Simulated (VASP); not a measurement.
Set up this calculation in VASP 6.6.1, as the native input.

```
Task                   : single point
Functional             : PBE
Potentials or basis    : VASP PAW PBE potentials, release 64 (Sn_d, Ge_d, O_h)
Cutoff                 : 1340 eV
k mesh                 : 8 × 8 × 6
Occupations            : gaussian, width 0.02 eV
Spin                   : no spin polarisation
Dipole correction      : no
Further INCAR settings : ALGO = Normal; EDIFF = 1e-06; NBANDS = 28
```

The structure of SnGeO2 lies in POSCAR:

```
SnGeO2
1.0
    3.7482967000      0.0000000000      0.0000000000
    0.0000000000      3.7482967000      0.0000000000
    0.0000000000      0.0000000000      4.8073266000
Sn Ge O
1 1 2
Direct
    0.5000000000      0.5000000000      0.2405360000
    0.0000000000      0.0000000000      0.7829190000
    0.0000000000      0.5000000000      0.9882720000
    0.5000000000      0.0000000000      0.9882720000
```

One way to write it, as run:

INCAR

```
PREC = Accurate
ENCUT = 1340
EDIFF = 1E-6
ISMEAR = 0
SIGMA = 0.02
LREAL = F
LASPH = T
NELM = 120
ALGO = Normal
ISIF = 2
LWAVE = F
LCHARG = F
GGA = PE
NBANDS = 28
GGA_COMPAT = F
```

KPOINTS

```
regular mesh
0
Gamma
  8 8 6
```

Potentials or basis: VASP PAW PBE potentials, release 64 (Sn_d, Ge_d, O_h).

The run is started by

```console
$ cat potpaw_PBE.64/Sn_d/POTCAR potpaw_PBE.64/Ge_d/POTCAR potpaw_PBE.64/O_h/POTCAR > POTCAR
$ mpirun -np 1 vasp_std > vasp.out
```

Results of the run:

```yaml
Pressure: 0.2 GPa
Largest_force: 0.066 eV/Å
Band_gap_on_the_k_mesh: 1.00 eV (least direct gap 2.21 eV)
```

Caveat: spin-orbit coupling is left out, which moves the levels of the heavy elements.

Run time: 7.3 min on 1 thread of AMD EPYC 7R13 Processor (Zen 3), with other jobs on the host, peak memory 0.66 GiB.
